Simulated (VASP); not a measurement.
GaP:

```
CELL_PARAMETERS angstrom
0.00000 2.72525 2.72525
2.72525 0.00000 2.72525
2.72525 2.72525 0.00000
ATOMIC_POSITIONS crystal
Ga 0.00000 0.00000 0.00000
P 0.25000 0.25000 0.25000
```

```yaml
Program: VASP 6.6.1
Task: relaxation of cell and atoms
Functional: PBE
Potentials_or_basis: VASP PAW PBE potentials, release 64 (Ga_d, P)
Cutoff: 600 eV
k_mesh: 8 × 8 × 8
Occupations: fermi-dirac, width 0.02 eV
Spin: no spin polarisation
```

At the start: pressure 2.5 GPa; volume 20.24 Å³/atom.

Q: Where does the relaxation end?

A: Over 3 steps the energy falls by 4.6 meV/atom and the volume is 20.86 Å³/atom (+3.0 %); space group F-43m (No. 216, to 0.05 Å).

The path:
| step | energy change (eV) | largest force (eV/Å) | pressure (GPa) | volume (Å³) |
| --- | --- | --- | --- | --- |
| 1 | 0.0000 | 0.0000 | 2.46 | 40.48 |
| 2 | -0.0071 | 0.0000 | -1.06 | 42.33 |
| 3 | -0.0092 | 0.0000 | 0.00 | 41.71 |

Final structure:
```
CELL_PARAMETERS angstrom
0.00000 2.75266 2.75266
2.75266 0.00000 2.75266
2.75266 2.75266 0.00000
ATOMIC_POSITIONS crystal
Ga 0.00000 0.00000 0.00000
P 0.25000 0.25000 0.25000
```
